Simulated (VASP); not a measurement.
Here is a VASP 6.6.1 calculation.

Contents of INCAR:

```
  PREC = Accurate
  ENCUT = 600
  EDIFF = 1E-6
  ISMEAR = -1
  SIGMA = 0.2585199978643553
  LREAL = F
  LASPH = T
  NELM = 120
  ALGO = Normal
  ISIF = 2
  LWAVE = F
  LCHARG = F
  GGA = PS
  NBANDS = 15
  GGA_COMPAT = F
```

Contents of KPOINTS:

```
Automatic mesh
0
Gamma
  2 2 2
```

Contents of POSCAR:

```
SrO
1.0
    0.0000000000      2.5837846888      2.5837846888
    2.5837846888      0.0000000000      2.5837846888
    2.5837846888      2.5837846888      0.0000000000
Sr O
1 1
Direct
    0.5000000000      0.5000000000      0.5000000000
    0.0000000000      0.0000000000      0.0000000000
```

Potentials or basis: VASP PAW PBE potentials, release 64 (Sr_sv, O).

Launch:

```sh
$ cat potpaw_PBE.64/Sr_sv/POTCAR potpaw_PBE.64/O/POTCAR > POTCAR
$ mpirun -np 1 vasp_std > vasp.out
```

Question: Estimate the pressure.

Answer: -1.4 GPa.

Question: What does it give for the band gap on the k mesh?

Answer: 2.95 eV, indirect (least direct gap 3.06 eV).

Caveat: the k points lie up to 1.05 Å⁻¹ apart; the PAW data sets were made with another functional, which shifts forces and pressure a little. A k mesh can miss the band edges.
